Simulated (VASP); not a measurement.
Here is a VASP 6.6.1 calculation.

File INCAR:

```
SYSTEM = Zn
  PREC = Accurate
  ENCUT = 500
  EDIFF = 1E-6
  ISMEAR = 0
  SIGMA = 0.05
  LREAL = .False.
  LASPH = .True.
  NELM = 120
  ALGO = Normal
  ISIF = 2
  LWAVE = .False.
  LCHARG = .False.
  GGA = PS
  NBANDS = 12
  GGA_COMPAT = .False.
```

Contents of KPOINTS:

```
regular mesh
0
Gamma
  19 19 19
  0 0 0
```

The input POSCAR:

```
Zn
1.0
    0.0000000000      1.9193876876      1.9193876876
    1.9193876876      0.0000000000      1.9193876876
    1.9193876876      1.9193876876      0.0000000000
Zn
1
Direct
    0.0000000000      0.0000000000      0.0000000000
```

Potentials or basis: VASP PAW PBE potentials, release 64 (Zn).

Command:

```console
$ cat potpaw_PBE.64/Zn/POTCAR > POTCAR
$ mpirun -np 1 vasp_std > vasp.out
```

Q: Estimate the band gap on the k mesh.

A: Zero (band 6 reaches 5.43 eV, above the bottom of band 7 at 2.25 eV).

Q: What does it give for the pressure?

A: 0.4 GPa.

Caveat: the PAW data sets were made with another functional, which shifts forces and pressure a little.
